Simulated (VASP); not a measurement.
# AgCl in VASP: a series of runs, part 3 of 3

VASP 6.6.1. Earlier steps stand in the parts before.

**6. Electric field gradients, PBE (equal xy, yz and zx shear strains of -3 %)**

File INCAR:

```
  PREC = Accurate
  ENCUT = 520
  EDIFF = 1E-8
  ISMEAR = -1
  SIGMA = 0.01
  LREAL = F
  LASPH = T
  NELM = 100
  ALGO = Normal
  ISIF = 2
  LWAVE = F
  LCHARG = F
  GGA = PE
  LEFG = T
  NBANDS = 16
```

File KPOINTS:

```
Automatic mesh
0
Gamma
  9 9 9
```

File POSCAR:

```
AgCl
1.0
    3.4339730000     -0.0515095950     -0.0515095950
   -0.0515095950      3.4339730000     -0.0515095950
   -0.0515095950     -0.0515095950      3.4339730000
Ag Cl
1 1
Direct
    0.0000000000      0.0000000000      0.0000000000
    0.5000000000      0.5000000000      0.5000000000
```

Potentials or basis: VASP PAW PBE potentials, release 64 (Ag, Cl).

Command:

```
cat potpaw_PBE.64/Ag/POTCAR potpaw_PBE.64/Cl/POTCAR > POTCAR
mpirun -np 1 vasp_std > vasp.out
```

OUTCAR:

```text
PREC = Accurate
   ENCUT = 520
   EDIFF = 1E-8
   ISMEAR = -1
   LREAL = F
   LASPH = T
   NELM = 100
   ISIF = 2
   GGA = PE

 ion  position               nearest neighbor table
   1  0.000  0.000  0.000-   2 2.88   2 2.88   2 3.00   2 3.00   2 3.00   2 3.00   2 3.00   2 3.00

   2  0.500  0.500  0.500-   1 2.88   1 2.88   1 3.00   1 3.00   1 3.00   1 3.00   1 3.00   1 3.00

  LATTYP: Found a trigonal (rhomboedric) cell.
 ALAT       =     3.4347455570
 COS(alpha) =    -0.0297616073

  Lattice vectors:

 A1 = (   3.4339730000,  -0.0515095950,  -0.0515095950)
 A2 = (  -0.0515095950,   3.4339730000,  -0.0515095950)
 A3 = (  -0.0515095950,  -0.0515095950,   3.4339730000)

Analysis of symmetry for initial positions (statically):
=====================================================================
 Subroutine PRICEL returns:
 Original cell was already a primitive cell.

 Routine SETGRP: Setting up the symmetry group for a
 trigonal (rhombohedral) supercell.

[... 645 lines left out ...]
      direct lattice vectors                 reciprocal lattice vectors
     3.433973000 -0.051509595 -0.051509595     0.291340981  0.004436665  0.004436665
    -0.051509595  3.433973000 -0.051509595     0.004436665  0.291340981  0.004436665
    -0.051509595 -0.051509595  3.433973000     0.004436665  0.004436665  0.291340981

 POSITION                                       TOTAL-FORCE (eV/Angst)
 -----------------------------------------------------------------------------------
      0.00000      0.00000      0.00000        -0.000000      0.000000      0.000000
      1.66548      1.66548      1.66548         0.000000     -0.000000     -0.000000
 -----------------------------------------------------------------------------------
    total drift:                               -0.000000      0.000000      0.000000

  FREE ENERGIE OF THE ION-ELECTRON SYSTEM (eV)
  ---------------------------------------------------
  free  energy   TOTEN  =        -5.1264152390 eV

  energy  without entropy=       -5.1264152390  energy(sigma->0) =       -5.12641524

 Electric field gradients (V/A^2)
---------------------------------------------------------------------
 ion       V_xx      V_yy      V_zz      V_xy      V_xz      V_yz
---------------------------------------------------------------------
   1      -0.000    -0.000     0.000    -6.966    -6.966    -6.966
   2       0.000    -0.000     0.000    10.873    10.873    10.873
---------------------------------------------------------------------

 Electric field gradients after diagonalization (V/A^2)
 (convention: |V_zz| > |V_xx| > |V_yy|)
----------------------------------------------------------------------
 ion       V_xx      V_yy      V_zz     asymmetry (V_yy - V_xx)/ V_zz
----------------------------------------------------------------------
   1       6.966     6.966   -13.932       0.000
   2     -10.873   -10.873    21.745       0.000
----------------------------------------------------------------------

           NMR quadrupolar parameters

 Cq : quadrupolar parameter    Cq=e*Q*V_zz/h
 eta: asymmetry parameters     (V_yy - V_xx)/ V_zz
 Q  : nuclear electric quadrupole moment in mb (millibarn)
----------------------------------------------------------------------
 ion       Cq(MHz)       eta       Q (mb)
----------------------------------------------------------------------
   1      -0.034       0.000       1.000
   2       0.053       0.000       1.000
----------------------------------------------------------------------
```

OSZICAR:

```text
N       E                     dE             d eps       ncg     rms          rms(c)
DAV:   1     0.101371681446E+03    0.10137E+03   -0.86768E+03  2744   0.102E+03
DAV:   2    -0.177065980718E+01   -0.10314E+03   -0.94677E+02  3432   0.225E+02
DAV:   3    -0.540331170566E+01   -0.36327E+01   -0.36247E+01  3312   0.445E+01
DAV:   4    -0.542715475517E+01   -0.23843E-01   -0.23842E-01  3480   0.390E+00
DAV:   5    -0.542744548612E+01   -0.29073E-03   -0.29073E-03  3392   0.421E-01    0.543E+00
DAV:   6    -0.513918974891E+01    0.28826E+00   -0.35530E-01  3400   0.854E+00    0.365E+00
DAV:   7    -0.513007665431E+01    0.91131E-02   -0.13886E-01  3016   0.250E+00    0.205E+00
DAV:   8    -0.512667989032E+01    0.33968E-02   -0.75533E-03  3272   0.881E-01    0.397E-01
DAV:   9    -0.512637288588E+01    0.30700E-03   -0.73797E-04  3632   0.411E-01    0.569E-02
DAV:  10    -0.512640686846E+01   -0.33983E-04   -0.13587E-04  3112   0.120E-01    0.460E-02
DAV:  11    -0.512641554413E+01   -0.86757E-05   -0.80537E-06  3288   0.238E-02    0.859E-03
DAV:  12    -0.512641528359E+01    0.26054E-06   -0.56292E-07  3352   0.641E-03    0.297E-03
DAV:  13    -0.512641535831E+01   -0.74717E-07   -0.22744E-07  3072   0.313E-03    0.200E-03
DAV:  14    -0.512641525882E+01    0.99486E-07   -0.29846E-08  3192   0.131E-03    0.800E-04
DAV:  15    -0.512641524185E+01    0.16968E-07   -0.47416E-09  1608   0.486E-04    0.228E-04
DAV:  16    -0.512641523903E+01    0.28217E-08   -0.36889E-10  1568   0.150E-04
   1 F= -.51264152E+01 E0= -.51264152E+01  d E =-.467120E-11
```

stdout:

```text
POSCAR found type information on POSCAR AgCl
 POSCAR found :  2 types and       2 ions
 scaLAPACK will be used
 LDA part: xc-table for (Slater+PW92), standard interpolation
 POSCAR, INCAR and KPOINTS ok, starting setup
 FFT: planning ... GRIDC
 FFT: planning ... GRID_SOFT
 FFT: planning ... GRID
 WAVECAR not read
 entering main loop
ion   1

ion   2
```

Wall time 37 s (1 thread of Intel Xeon Platinum 8488C (Sapphire Rapids), shared host); peak memory 0.19 GiB.

What came out:

```yaml
Free_energy: -5.1264 eV
Pressure: -0.2 GPa
Band_gap_on_the_k_mesh: 0.53 eV (least direct gap 2.03 eV)
Largest_electric_field_gradient_by_atom: Ag -13.9; Cl +21.7 V/Å²
```

Levels at points of the mesh, in eV from the valence-band top:
```
           k point  band 7  band 8  band 9  band 10  band 11  band 12
(0.00, 0.00, 0.00)   -1.71   -1.50   -1.50     0.53     9.39     9.39
```

Electric field gradients, principal values (V/Å²):
```csv
atom,least,middle,greatest (by size)
1 Ag,6.966,6.966,-13.932
2 Cl,-10.873,-10.873,21.745
```

Caveat: the cell differs from its parent crystal (equal xy, yz and zx shear strains of -3 %); semilocal functionals underestimate gaps, and a narrow one can read as zero; without QUAD_EFG the Cq values of the log hold for a quadrupole moment of 1 mb, not for the nuclei.

**7. Electric field gradients, PBE (equal xy, yz and zx shear strains of -1 %)**

File INCAR:

```
PREC = Accurate
ENCUT = 520
EDIFF = 1E-8
ISMEAR = -1
SIGMA = 0.01
LREAL = False
LASPH = True
NELM = 100
ALGO = Normal
ISIF = 2
LWAVE = False
LCHARG = False
GGA = PE
LEFG = True
NBANDS = 16
```

KPOINTS is that of step 6.

File POSCAR:

```
AgCl
1.0
    3.4339730000     -0.0171698650     -0.0171698650
   -0.0171698650      3.4339730000     -0.0171698650
   -0.0171698650     -0.0171698650      3.4339730000
Ag Cl
1 1
Direct
    0.0000000000      0.0000000000      0.0000000000
    0.5000000000      0.5000000000      0.5000000000
```

Potentials or basis: VASP PAW PBE potentials, release 64 (Ag, Cl).

Command:

```
cat potpaw_PBE.64/Ag/POTCAR potpaw_PBE.64/Cl/POTCAR > POTCAR
mpirun -np 1 vasp_std > vasp.out
```

OUTCAR:

```text
PREC = Accurate
   ENCUT = 520
   EDIFF = 1E-8
   ISMEAR = -1
   LREAL = False
   LASPH = True
   NELM = 100
   ISIF = 2
   GGA = PE

 ion  position               nearest neighbor table
   1  0.000  0.000  0.000-   2 2.94   2 2.94   2 2.98   2 2.98   2 2.98   2 2.98   2 2.98   2 2.98

   2  0.500  0.500  0.500-   1 2.94   1 2.94   1 2.98   1 2.98   1 2.98   1 2.98   1 2.98   1 2.98

  LATTYP: Found a trigonal (rhomboedric) cell.
 ALAT       =     3.4340588483
 COS(alpha) =    -0.0099745013

  Lattice vectors:

 A1 = (   3.4339730000,  -0.0171698650,  -0.0171698650)
 A2 = (  -0.0171698650,   3.4339730000,  -0.0171698650)
 A3 = (  -0.0171698650,  -0.0171698650,   3.4339730000)

Analysis of symmetry for initial positions (statically):
=====================================================================
 Subroutine PRICEL returns:
 Original cell was already a primitive cell.

 Routine SETGRP: Setting up the symmetry group for a
[... 648 lines left out ...]
     3.433973000 -0.017169865 -0.017169865     0.291222515  0.001463430  0.001463430
    -0.017169865  3.433973000 -0.017169865     0.001463430  0.291222515  0.001463430
    -0.017169865 -0.017169865  3.433973000     0.001463430  0.001463430  0.291222515

 POSITION                                       TOTAL-FORCE (eV/Angst)
 -----------------------------------------------------------------------------------
      0.00000      0.00000      0.00000         0.000000     -0.000000      0.000000
      1.69982      1.69982      1.69982        -0.000000      0.000000      0.000000
 -----------------------------------------------------------------------------------
    total drift:                               -0.000000      0.000000      0.000000

  FREE ENERGIE OF THE ION-ELECTRON SYSTEM (eV)
  ---------------------------------------------------
  free  energy   TOTEN  =        -5.1226959362 eV

  energy  without entropy=       -5.1226959362  energy(sigma->0) =       -5.12269594

 Electric field gradients (V/A^2)
---------------------------------------------------------------------
 ion       V_xx      V_yy      V_zz      V_xy      V_xz      V_yz
---------------------------------------------------------------------
   1      -0.000    -0.000     0.000    -2.209    -2.209    -2.209
   2      -0.000    -0.000    -0.000     3.491     3.491     3.491
---------------------------------------------------------------------

 Electric field gradients after diagonalization (V/A^2)
 (convention: |V_zz| > |V_xx| > |V_yy|)
----------------------------------------------------------------------
 ion       V_xx      V_yy      V_zz     asymmetry (V_yy - V_xx)/ V_zz
----------------------------------------------------------------------
   1       2.209     2.209    -4.417       0.000
   2      -3.491    -3.491     6.983       0.000
----------------------------------------------------------------------

           NMR quadrupolar parameters

 Cq : quadrupolar parameter    Cq=e*Q*V_zz/h
 eta: asymmetry parameters     (V_yy - V_xx)/ V_zz
 Q  : nuclear electric quadrupole moment in mb (millibarn)
----------------------------------------------------------------------
 ion       Cq(MHz)       eta       Q (mb)
----------------------------------------------------------------------
   1      -0.011       0.000       1.000
   2       0.017       0.000       1.000
----------------------------------------------------------------------
```

OSZICAR:

```text
N       E                     dE             d eps       ncg     rms          rms(c)
DAV:   1     0.999078687663E+02    0.99908E+02   -0.87275E+03  2768   0.102E+03
DAV:   2    -0.183040456568E+01   -0.10174E+03   -0.93423E+02  3472   0.223E+02
DAV:   3    -0.540123619500E+01   -0.35708E+01   -0.35632E+01  3272   0.439E+01
DAV:   4    -0.542429036017E+01   -0.23054E-01   -0.23053E-01  3544   0.384E+00
DAV:   5    -0.542457054612E+01   -0.28019E-03   -0.28019E-03  3360   0.413E-01    0.540E+00
DAV:   6    -0.513558988195E+01    0.28898E+00   -0.35588E-01  3368   0.852E+00    0.363E+00
DAV:   7    -0.512637230110E+01    0.92176E-02   -0.13763E-01  2944   0.249E+00    0.205E+00
DAV:   8    -0.512296025088E+01    0.34121E-02   -0.74906E-03  3272   0.873E-01    0.394E-01
DAV:   9    -0.512265364776E+01    0.30660E-03   -0.71958E-04  3592   0.406E-01    0.568E-02
DAV:  10    -0.512268765935E+01   -0.34012E-04   -0.13553E-04  3144   0.120E-01    0.462E-02
DAV:  11    -0.512269623522E+01   -0.85759E-05   -0.77742E-06  3192   0.234E-02    0.882E-03
DAV:  12    -0.512269598047E+01    0.25475E-06   -0.54033E-07  3568   0.630E-03    0.287E-03
DAV:  13    -0.512269605072E+01   -0.70249E-07   -0.21497E-07  3008   0.303E-03    0.194E-03
DAV:  14    -0.512269594577E+01    0.10494E-06   -0.31014E-08  3240   0.134E-03    0.722E-04
DAV:  15    -0.512269593623E+01    0.95411E-08   -0.38635E-09  1592   0.435E-04
   1 F= -.51226959E+01 E0= -.51226959E+01  d E =-.740620E-14
```

stdout:

```text
POSCAR found type information on POSCAR AgCl
 POSCAR found :  2 types and       2 ions
 scaLAPACK will be used
 LDA part: xc-table for (Slater+PW92), standard interpolation
 POSCAR, INCAR and KPOINTS ok, starting setup
 FFT: planning ... GRIDC
 FFT: planning ... GRID_SOFT
 FFT: planning ... GRID
 WAVECAR not read
 entering main loop
ion   1

ion   2
```

Wall time 37 s (1 thread of Intel Xeon Platinum 8488C (Sapphire Rapids), shared host); peak memory 0.18 GiB.

What came out:

- Free energy: -5.1227 eV
- Pressure: -0.2 GPa
- Band gap on the k mesh: 0.58 eV (least direct gap 2.06 eV)
- Largest electric field gradient by atom: Ag -4.4; Cl +7.0 V/Å²

Levels at points of the mesh, in eV from the valence-band top:
```
           k point  band 5  band 6  band 7  band 8  band 9  band 10  band 11  band 12  band 13  band 14
(0.00, 0.00, 0.00)   -1.77   -1.77   -1.54   -1.48   -1.48     0.58     9.44     9.44    13.59    13.59
```

Electric field gradients, principal values (V/Å²):
```
atom   least  middle  greatest (by size)
1 Ag   2.209   2.209              -4.417
2 Cl  -3.491  -3.491               6.983
```

Caveat: the cell differs from its parent crystal (equal xy, yz and zx shear strains of -1 %); semilocal functionals underestimate gaps, and a narrow one can read as zero; without QUAD_EFG the Cq values of the log hold for a quadrupole moment of 1 mb, not for the nuclei.

**8. Overview**

```tsv
cell	gap on the mesh (eV)	pressure (GPa)
a = 3.457 Å, 2 atoms	0.60	-1.1
a = 3.501 Å, 2 atoms	0.60	-2.6
a = 3.468, b = 3.468, c = 3.434 Å, 2 atoms	0.59	-1.1
a = 3.435 Å, angles 91.7°, 2 atoms	0.53	-0.2
a = 3.434 Å, angles 90.6°, 2 atoms	0.58	-0.2
```

Alike in all rows: task electric field gradients; level PBE; potentials or basis VASP PAW PBE potentials, release 64 (Ag, Cl); no spin polarisation; k mesh 9 × 9 × 9; cutoff (eV) 520; smearing fermi-dirac 0.01 eV.

Caveats: semilocal functionals underestimate gaps, and a narrow one can read as zero; an odd mesh through Γ misses points on the zone boundary, where band edges can lie (at least some runs).

Total energies depend on the potentials used, so only differences within one code and one set of settings carry meaning.
